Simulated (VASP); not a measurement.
A run of VASP 6.6.1 is set up as follows.

File INCAR:

```
SYSTEM = CuSi16
PREC = Accurate
ENCUT = 520
EDIFF = 1E-6
ISMEAR = -1
SIGMA = 0.02
LREAL = Auto
LASPH = .True.
NELM = 80
ALGO = Normal
ISIF = 2
LWAVE = .False.
LCHARG = .False.
GGA = PE
NBANDS = 52
NELECT = 74.0
```

KPOINTS

```
regular mesh
0
Gamma
  2 2 2
  0 0 0
```

The input POSCAR:

```
CuSi16
1.0
    0.0000000000      5.4300000000      5.4300000000
    5.4300000000      0.0000000000      5.4300000000
    5.4300000000      5.4300000000      0.0000000000
Si Cu
16 1
Direct
    0.0090331492     -0.0414640884      0.0356077348
    0.1206445672      0.1564640884      0.1206077348
   -0.0197237569      0.0744567219      0.4993738490
    0.1303314917      0.0947697974      0.6875322284
   -0.0518508287      0.5314272560     -0.0035267035
    0.1565285451      0.5898434622      0.0915009208
    0.0507918969      0.5008287293      0.4764272560
    0.0785267035      0.7060589319      0.6102394107
    0.4929465930     -0.0526703499      0.0327808471
    0.6526795580      0.0386832413      0.1483701657
    0.5317403315     -0.0590331492      0.5253499079
    0.6385727440      0.1052946593      0.6394567219
    0.5075874770      0.4122099448     -0.0090055249
    0.5904880295      0.5904511971      0.1130662983
    0.5096040516      0.5141344383      0.4732320442
    0.6393001842      0.5989502762      0.6339410681
    0.2588950276      0.3370349908      0.7139042357
```

Potentials or basis: VASP PAW PBE potentials, release 64 (Si, Cu).

Command:

```bash
$ cat potpaw_PBE.64/Si/POTCAR potpaw_PBE.64/Cu/POTCAR > POTCAR
$ mpirun -np 1 vasp_std > vasp.out
```

What does it give for the largest force?

3.348 eV/Å.

Forces on the atoms (eV/Å):
```
Si   0.887  1.616  0.250
Si  -0.885  0.160 -1.133
Si  -0.806  0.630  1.031
Si  -1.336 -0.960  2.647
Si  -0.973  0.008  1.091
Si   1.752 -0.051 -1.112
Si   0.683 -0.841 -1.124
Si  -1.060  0.719 -0.068
Si   0.051 -1.273  1.013
Si   0.984 -0.279 -0.618
Si   2.348 -1.662  1.222
Si   0.938 -1.090 -1.627
Si   0.018  0.919  0.984
Si  -0.256  0.234 -0.904
Si   0.710  0.111 -0.727
Si  -2.946  1.515 -0.488
Cu  -0.111  0.242 -0.438
```

Caveat: the k points lie up to 0.50 Å⁻¹ apart; the cell carries a net charge on a neutralising background, which shifts energy and pressure.
